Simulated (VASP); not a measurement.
# Rh (P6_3/mmc) in VASP: a series of runs

Runs on Rh. Level: PBE. Tasks: single point.

Everything below comes from runs of VASP 6.6.1. Logs are shortened: lines on timing, memory, paths and dates and some standing lists are left out, and cuts for length are marked.

## Step 1: The cell of the first run

It takes space group P6_3/mmc (No. 194, hexagonal). The conventional cell has a = 2.670 Å, b = 2.670 Å, c = 4.736 Å, α = 90.00°, β = 90.00°, γ = 120.00°. Within 3.5 Å of Rh (site symmetry -6m2) lie 12 Rh at 2.67 to 2.83 Å.

This isn't the form of Rh at room conditions, which is fcc.

## Step 2: Single point, PBE

INCAR

```
SYSTEM = Rh
PREC = Accurate
ENCUT = 520
EDIFF = 1E-6
ISMEAR = 0
SIGMA = 0.15
LREAL = .False.
LASPH = .True.
NELM = 100
ALGO = Fast
ISIF = 2
LWAVE = .False.
LCHARG = .True.
GGA = PE
LELF = .True.
LVHAR = .True.
NBANDS = 22
```

KPOINTS

```
Automatic mesh
0
Gamma
  18 18 10
  0 0 0
```

POSCAR

```
Rh
1.0
    2.6704000000      0.0000000000      0.0000000000
   -1.3352000000      2.3126342383      0.0000000000
    0.0000000000      0.0000000000      4.7359000000
Rh
2
Direct
    0.6666666667      0.3333333333      0.7500000000
    0.3333333333      0.6666666667      0.2500000000
```

Potentials or basis: VASP PAW PBE potentials, release 64 (Rh_pv).

The run is started by

```
$ cat potpaw_PBE.64/Rh_pv/POTCAR > POTCAR
$ mpirun -np 1 vasp_std > vasp.out
```

OUTCAR:

```text
SYSTEM = Rh
   PREC = Accurate
   ENCUT = 520
   EDIFF = 1E-6
   ISMEAR = 0
   LREAL = .False.
   LASPH = .True.
   NELM = 100
   ISIF = 2
   GGA = PE

 ion  position               nearest neighbor table
   1  0.667  0.333  0.750-   2 2.83   2 2.83   2 2.83   2 2.83   2 2.83   2 2.83
   2  0.333  0.667  0.250-   1 2.83   1 2.83   1 2.83   1 2.83   1 2.83   1 2.83

  LATTYP: Found a hexagonal cell.
 ALAT       =     2.6704000000
 C/A-ratio  =     1.7734796285

  Lattice vectors:

 A1 = (   2.6704000000,   0.0000000000,   0.0000000000)
 A2 = (  -1.3352000000,   2.3126342383,   0.0000000000)
 A3 = (   0.0000000000,   0.0000000000,   4.7359000000)

Analysis of symmetry for initial positions (statically):
=====================================================================
 Subroutine PRICEL returns:
 Original cell was already a primitive cell.

 Routine SETGRP: Setting up the symmetry group for a
 hexagonal supercell.

 Subroutine GETGRP returns: Found 24 space group operations
 (whereof 12 operations were pure point group operations)
 out of a pool of 24 trial point group operations.

The static configuration has the point symmetry D_3d.
 The point group associated with its full space group is D_6h.

Analysis of symmetry for dynamics (positions and initial velocities):
=====================================================================
 Subroutine PRICEL returns:
 Original cell was already a primitive cell.

 Routine SETGRP: Setting up the symmetry group for a
 hexagonal supercell.

 Subroutine GETGRP returns: Found 24 space group operations
 (whereof 12 operations were pure point group operations)
 out of a pool of 24 trial point group operations.

The dynamic configuration has the point symmetry D_3d.
 The point group associated with its full space group is D_6h.

 Subroutine INISYM returns: Found 24 space group operations
 (whereof 12 operations are pure point group operations),
 and found     1 'primitive' translations

----------------------------------------------------------------------------------------

                                     Primitive cell

  volume of cell :      29.2473

  direct lattice vectors                    reciprocal lattice vectors
     2.670400000  0.000000000  0.000000000     0.374475734  0.216203666  0.000000000
    -1.335200000  2.312634238  0.000000000     0.000000000  0.432407332  0.000000000
     0.000000000  0.000000000  4.735900000     0.000000000  0.000000000  0.211153107

  length of vectors
     2.670400000  2.670400000  4.735900000     0.432407332  0.432407332  0.211153107

  position of ions in fractional coordinates (direct lattice)
     0.666666667  0.333333333  0.750000000
     0.333333333  0.666666667  0.250000000
[... 79 lines left out ...]
   EDIFFG = 0.1E-04   stopping-criterion for IOM
   NSW    =      0    number of steps for IOM
   IBRION =     -1    ionic relax: 0-MD 1-quasi-New 2-CG
   NFREE  =      0    steps in history (QN), initial steepest desc. (CG)
   ISIF   =      2    stress and relaxation
   ISYM   =      2    0-nonsym 1-usesym 2-fastsym
   POTIM  = 0.5000    time-step for ionic-motion
   TEBEG  =    0.0;   TEEND  =   0.0 temperature during run
   PSTRESS=    0.0 pullay stress
   NELECT =      30.0000    total number of electrons
   NUPDOWN=      -1.0000    fix difference up-down
   EMIN   =  10.00;   EMAX   =-10.00  energy-range for DOS
   EFERMI =   0.00;   METHOD = LEGACY
   ISMEAR =     0;   SIGMA  =   0.15  broadening in eV -4-tet -1-fermi 0-gaus
   EFERMI_NEDOS =   21; number of points for ismear=-14 and -15
   IALGO  =     68    algorithm
   IMIX   =      4    mixing-type and parameters
     AMIX     =   0.40;   BMIX     =  1.00
     AMIX_MAG =   1.60;   BMIX_MAG =  1.00
  volume/ion in A,a.u.               =      14.62        98.69
  Fermi-wavevector in a.u.,A,eV,Ry     =   1.651024  3.119982 37.087841  2.725879
  Thomas-Fermi vector in A             =   2.739874
   LORBIT       =      0    0 simple, 1 ext, 2 COOP (PROOUT), +10 PAW based schemes
   GGA     = PE    functional components
   LHFCALC =     F    Hartree Fock is set to
   AEXX    =    0.0000 exact exchange contribution
   IVDW    =     0    specifies the selected vdW correction
   LEPSILON=     F    determine dielectric tensor
   LRPA    =     F    only Hartree local field effects (RPA)
 non-spin polarized calculation
 RMM-DIIS sequential band-by-band and
 Gauss-broadening in eV      SIGMA  =   0.15
  energy-cutoff  :      520.00
  volume of cell :       29.25
 maximum number of plane-waves:       825
 NGX is ok and might be reduce to    20
   NGX =  9   NGY =  9   NGZ = 17

 number of electron      29.9999992 magnetization

 Free energy of the ion-electron system (eV)
  ---------------------------------------------------
  ext. energy  EPLUGINS =         0.00000000
  ---------------------------------------------------
  free energy    TOTEN  =       -14.31220295 eV

  energy without entropy =      -14.27254703  energy(sigma->0) =      -14.29237499

 E-fermi :  10.8186     XC(G=0): -13.6273

 val. band max:       10.8172476330   @ k =   0.3333   0.1667   0.0000
 cond. band min:      10.8185781948   @ k =   0.2778   0.0556   0.5000
 fundamental gap:      0.0013305618
 Fermi energy:        10.8185544860

 k-point     1 :       0.0000    0.0000    0.0000
  band No.  band energies     occupation
      1     -35.9076      2.00000
      2     -35.4847      2.00000
      3     -35.4847      2.00000
      4     -35.4415      2.00000
      5     -35.4346      2.00000
      6     -35.4346      2.00000
[... 589 lines left out ...]
     21      23.4208      0.00000
     22      24.9625      0.00000

 [... further k-points ...]

------------------------ aborting loop because EDIFF is reached ----------------------------------------

  FORCE on cell =-STRESS in cart. coord.  units (eV):
  Direction    XX          YY          ZZ          XY          YZ          ZX
  --------------------------------------------------------------------------------------
  -------------------------------------------------------------------------------------
  Total        0.1367716      0.1367716     -3.7445176      0.0000000      0.0000000      0.0000000
  in kB        7.4923935      7.4923935   -205.1259753      0.0000000      0.0000000      0.0000000
  external PRESSURE =     -63.3803961 kB  Pullay stress =       0.0000000 kB

 VOLUME and BASIS-vectors are now :
 -----------------------------------------------------------------------------
  energy-cutoff  :      520.00
  volume of cell :       29.25
      direct lattice vectors                 reciprocal lattice vectors
     2.670400000  0.000000000  0.000000000     0.374475734  0.216203666  0.000000000
    -1.335200000  2.312634238  0.000000000     0.000000000  0.432407332  0.000000000
     0.000000000  0.000000000  4.735900000     0.000000000  0.000000000  0.211153107

 POSITION                                       TOTAL-FORCE (eV/Angst)
 -----------------------------------------------------------------------------------
      1.33520      0.77088      3.55192         0.000000     -0.000000      0.000000
     -0.00000      1.54176      1.18397        -0.000000      0.000000      0.000000
 -----------------------------------------------------------------------------------
    total drift:                                0.000000     -0.000000      0.000000

  FREE ENERGIE OF THE ION-ELECTRON SYSTEM (eV)
  ---------------------------------------------------
  free  energy   TOTEN  =       -14.3122029457 eV

  energy  without entropy=      -14.2725470348  energy(sigma->0) =      -14.29237499
```

OSZICAR:

```text
N       E                     dE             d eps       ncg     rms          rms(c)
DAV:   1     0.326526842159E+03    0.32653E+03   -0.19118E+04  9776   0.157E+03
DAV:   2    -0.815887049887E+01   -0.33469E+03   -0.32298E+03 10140   0.470E+02
DAV:   3    -0.152244269597E+02   -0.70656E+01   -0.70221E+01 11496   0.770E+01
DAV:   4    -0.152713325109E+02   -0.46906E-01   -0.46901E-01 10980   0.635E+00
DAV:   5    -0.152720638871E+02   -0.73138E-03   -0.73137E-03 11496   0.819E-01    0.125E+01
RMM:   6    -0.143376662749E+02    0.93440E+00   -0.22399E+00 10015   0.126E+01    0.434E+00
RMM:   7    -0.143174619068E+02    0.20204E-01   -0.88947E-02 10290   0.233E+00    0.203E+00
RMM:   8    -0.143130257971E+02    0.44361E-02   -0.17088E-02 10658   0.126E+00    0.362E-01
RMM:   9    -0.143121843056E+02    0.84149E-03   -0.22861E-03 11153   0.428E-01    0.181E-02
RMM:  10    -0.143122038476E+02   -0.19542E-04   -0.21088E-04 11337   0.143E-01    0.155E-02
RMM:  11    -0.143122052719E+02   -0.14243E-05   -0.27601E-05 11912   0.511E-02    0.920E-03
RMM:  12    -0.143122019640E+02    0.33079E-05   -0.77642E-06 11135   0.255E-02    0.266E-03
RMM:  13    -0.143122029457E+02   -0.98176E-06   -0.26412E-06  7593   0.139E-02
   1 F= -.14312203E+02 E0= -.14292375E+02  d E =-.396559E-01
```

Run time: 56 s. Hardware: 1 thread of Intel Xeon 6975P-C (Granite Rapids), shared host; peak memory 0.22 GiB.

What came out:

- Free energy: -14.3122 eV
- Pressure: -6.3 GPa
- Band gap on the k mesh: zero (bands 15 and 16 overlap by 2.42 eV)

Caveat: the cell stands under tension.

(Part 1 of 2 ends here.)
